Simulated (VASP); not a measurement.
HgTe: single point with PBEsol

The system is HgTe.

```
CELL_PARAMETERS angstrom
4.60452 0.00000 0.00000
0.00000 6.51177 0.00000
2.30226 -3.25589 2.30226
ATOMIC_POSITIONS crystal
Hg 0.00000 0.00000 0.00000
Te 0.50000 0.75000 0.00000
```

```
Program             : VASP 6.6.1
Task                : single point
Functional          : PBEsol
Potentials or basis : VASP PAW PBE potentials, release 64 (Hg, Te)
Cutoff              : 520 eV
k mesh              : 8 × 6 × 15
Occupations         : gaussian, width 0.1 eV
Spin                : no spin polarisation
```

The pressure is 0.1 GPa and the band gap on the k mesh is zero (filled and empty bands touch).

Levels at points of the mesh, in eV from the Fermi level:
```
           k point  band 6  band 7  band 8  band 9  band 10  band 11  band 12  band 13
(0.00, 0.00, 0.00)   -6.76   -0.90   -0.05   -0.05    -0.05     4.17     4.17     4.17
(0.50, 0.00, 0.00)   -6.33   -5.40   -2.25   -2.25     1.80     2.39     7.97     8.68
(0.00, 0.50, 0.00)   -6.47   -5.44   -1.00   -1.00     0.59     4.95     4.95     6.68
(0.50, 0.50, 0.00)   -6.47   -5.44   -1.00   -1.00     0.59     4.95     4.95     6.68
```

Run time: 9.8 min on 1 thread of AMD EPYC 7R13 Processor (Zen 3), with other jobs on the host, peak memory 0.53 GiB.

Caveat: the PAW data sets were made with another functional, which shifts forces and pressure a little; spin-orbit coupling is left out, which moves the levels of the heavy elements.
